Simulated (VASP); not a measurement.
CaH5, 6 atoms in the cell. It takes space group C2 (No. 5, monoclinic). Conventional cell: a = 7.082 Å, b = 4.990 Å, c = 3.378 Å, α = 90.00°, β = 117.76°, γ = 90.00°. Ca (site symmetry 2) has 12 H at 2.20 to 3.00 Å within 3.0 Å. Within 2.7 Å of H (site symmetry 1) lie 6 H at 2.02 to 2.43 Å and 3 Ca at 2.24 to 2.53 Å. H (site symmetry 1) has 2 H at 0.96 to 1.22 Å within 1.3 Å. H (site symmetry 2) has 2 H at 1.22 Å within 1.6 Å. The cell was generated, and may not be a known phase.

* Program: VASP 6.6.1
* Task: relaxation of cell and atoms
* Functional: PBE
* Potentials or basis: VASP PAW PBE potentials, release 64 (Ca_sv, H)
* Cutoff: 600 eV
* k mesh: 4 × 4 × 6
* Occupations: gaussian, width 0.1 eV
* Spin: no spin polarisation
* Dipole correction: no
* Further INCAR settings: ALGO = Normal; EDIFF = 1e-06; IBRION = 2; EDIFFG = -0.04; NSW = 90; ISIF = 3

Potentials or basis: VASP PAW PBE potentials, release 64 (Ca_sv, H).

Run with:

```bash
$ cat potpaw_PBE.64/Ca_sv/POTCAR potpaw_PBE.64/H/POTCAR > POTCAR
$ mpirun -np 1 vasp_std > vasp.out
```

Hardware: 1 thread of Intel(R) Xeon(R) 6975P-C (Granite Rapids) (shared host).

Task: Estimate the wall time of this run.

Result: Run time: 110 s on 1 thread of Intel(R) Xeon(R) 6975P-C (Granite Rapids), on a shared host, peak memory 0.2 GiB. Counts: scf iterations 122, k points 34, ion steps 17.
